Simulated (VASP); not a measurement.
Input of a VASP 6.6.1 run:

File INCAR:

```
SYSTEM = Mg7CoO8
PREC     = Accurate       ! precision mode
ENCUT    = 600            ! plane-wave cutoff, eV
EDIFF    = 1E-6           ! SCF threshold, eV
ISMEAR   = -1             ! smearing method
SIGMA    = 0.01           ! smearing width, eV
LREAL    = .FALSE.        ! projectors in reciprocal space
LASPH    = .TRUE.         ! aspherical terms in the spheres
NELM     = 200            ! most SCF steps
ALGO     = Normal         ! electronic algorithm
ISIF     = 2              ! what is computed and relaxed
LWAVE    = .FALSE.        ! write WAVECAR
LCHARG   = .TRUE.         ! write CHGCAR
ISPIN    = 2              ! spin polarisation
MAGMOM   = 3 0 0 0 0 0 0 0 0 0 0 0 0 0 0 0 ! initial moments
LORBIT   = 11             ! projections on sites
LMAXMIX  = 4              ! l up to which the mixer works
LDAU     = .TRUE.         ! DFT+U
LDAUTYPE = 2            
LDAUL    = 2 -1 -1        ! shell
LDAUU    = 3.3 0 0        ! U, eV
LDAUJ    = 0 0 0        
LDAUPRINT= 1            
GGA      = PE             ! functional
LELF     = .TRUE.         ! ELF
LVHAR    = .TRUE.       
NBANDS   = 54             ! bands
GGA_COMPAT= .FALSE.
```

Contents of KPOINTS:

```
regular mesh
0
G
  1 1 1
  0 0 0
```

The input POSCAR:

```
Mg7CoO8
1.0
    0.0000000000      4.2120000000      4.2120000000
    4.2120000000      0.0000000000      4.2120000000
    4.2120000000      4.2120000000      0.0000000000
Co O Mg
1 8 7
Direct
    0.0000000000      0.0000000000      0.0000000000
    0.2500000000      0.2500000000      0.2500000000
    0.2500000000      0.2500000000      0.7500000000
    0.2500000000      0.7500000000      0.2500000000
    0.2500000000      0.7500000000      0.7500000000
    0.7500000000      0.2500000000      0.2500000000
    0.7500000000      0.2500000000      0.7500000000
    0.7500000000      0.7500000000      0.2500000000
    0.7500000000      0.7500000000      0.7500000000
    0.0000000000      0.0000000000      0.5000000000
    0.0000000000      0.5000000000      0.0000000000
    0.0000000000      0.5000000000      0.5000000000
    0.5000000000      0.0000000000      0.0000000000
    0.5000000000      0.0000000000      0.5000000000
    0.5000000000      0.5000000000      0.0000000000
    0.5000000000      0.5000000000      0.5000000000
```

Potentials or basis: VASP PAW PBE potentials, release 64 (Co, O, Mg).

Run with:

```console
$ cat potpaw_PBE.64/Co/POTCAR potpaw_PBE.64/O/POTCAR potpaw_PBE.64/Mg/POTCAR > POTCAR
$ mpirun -np 1 vasp_gam > vasp.out
```

**Question.** Predict the pressure.

**Answer.** 7.6 GPa.

**Question.** Estimate the net moment.

**Answer.** 3.00 μB per cell.

Eigenvalues of the final occupation matrices:
| site | spin | trace | eigenvalues |
| --- | --- | --- | --- |
| site 1 d | 1 | 4.92 | 0.96 0.96 0.96 1.02 1.02 |
| site 1 d | 2 | 2.35 | 0.19 0.19 0.66 0.66 0.66 |

Caveat: the k points lie up to 1.29 Å⁻¹ apart; a cell with one magnetic atom can't hold antiferromagnetic order, which such compounds often take. The state reached can hang on the start; a lower one may exist.
